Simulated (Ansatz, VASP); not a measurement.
# Two plane-wave programs on GaN

POSCAR

```
GaN
1.0
    0.0000000000      2.1612281172      2.0600875749
    2.1612281172      0.0000000000      2.0600875749
    2.1612281172      2.1612281172      0.0000000000
Ga N
1 1
Direct
    0.0000000000      0.0000000000      0.0000000000
    0.5000000000      0.5000000000      0.5000000000
```

INCAR.step1

```
PREC = Accurate
ENCUT = 520
ISMEAR = 0
SIGMA = 0.01
LREAL = False
LASPH = True
NELM = 80
NBANDS = 16
GGA = PE
ALGO = Normal
EDIFF = 1E-4
LWAVE = True
LCHARG = False
```

File INCAR.step2:

```
PREC = Accurate
ENCUT = 520
EDIFF = 1E-6
ISMEAR = 0
SIGMA = 0.01
LREAL = False
LASPH = True
NELM = 80
ALGO = Normal
ISIF = 2
LWAVE = False
LCHARG = False
METAGGA = R2SCAN
LMIXTAU = True
NBANDS = 16
ISTART = 1
```

KPOINTS

```
regular mesh
0
Gamma
  10 10 10
```

Input for Ansatz:

```yaml
crystal:
  lattice:
    - [0.0, 2.1612281172, 2.0600875749]
    - [2.1612281172, 0.0, 2.0600875749]
    - [2.1612281172, 2.1612281172, 0.0]
  atoms:
    - { symbol: Ga, position: [0.0, 0.0, 0.0] }
    - { symbol: "N", position: [0.5, 0.5, 0.5] }
kpoints:
  mp_grid: { grid: [10, 10, 10] }
  band_path:
    path:
      - [0.0, 0.0, 0.0]
      - [0.5, 0.0, 0.5]
      - [0.625, 0.25, 0.625]
      - [0.375, 0.375, 0.75]
      - [0.5, 0.5, 0.5]
      - [0.5, 0.25, 0.75]
      - [0.007812, 0.184896, -0.179687]
      - [0.5, 0.5, 0.0]
    npoints: 1
hamiltonian:
  xc: r2scan
scf:
  occupations: { method: fixed }
  n_extra_bands: 4
output:
  forces: true
  stress: true
  eigenvalues: true
```

Change from the starting cell: epitaxial_xy strain +2.5%.

Alike in both runs: task single point; functional r2SCAN; k mesh 10 × 10 × 10; no spin polarisation.

```csv
,VASP,Ansatz
version,VASP 6.6.1,Ansatz 0.2.0
potentials or method,"VASP PAW PBE potentials, release 64 (Ga_d, N)","plane waves, PAW"
plane-wave cutoff (eV),520,500
occupations,"gaussian, width 0.01 eV",fixed
valence electrons in the cell,18,18
```

```tsv
	VASP	Ansatz	Ansatz less VASP
gap on the k mesh at the Fermi level (eV)	0.71	0.74	+0.025
pressure (GPa)	-4.1	-5.2	-1.12
traceless stress, the component that is largest in VASP (GPa)	5.60	5.18	-0.417
```

VASP's potentials were made for PBE, not for r2SCAN.
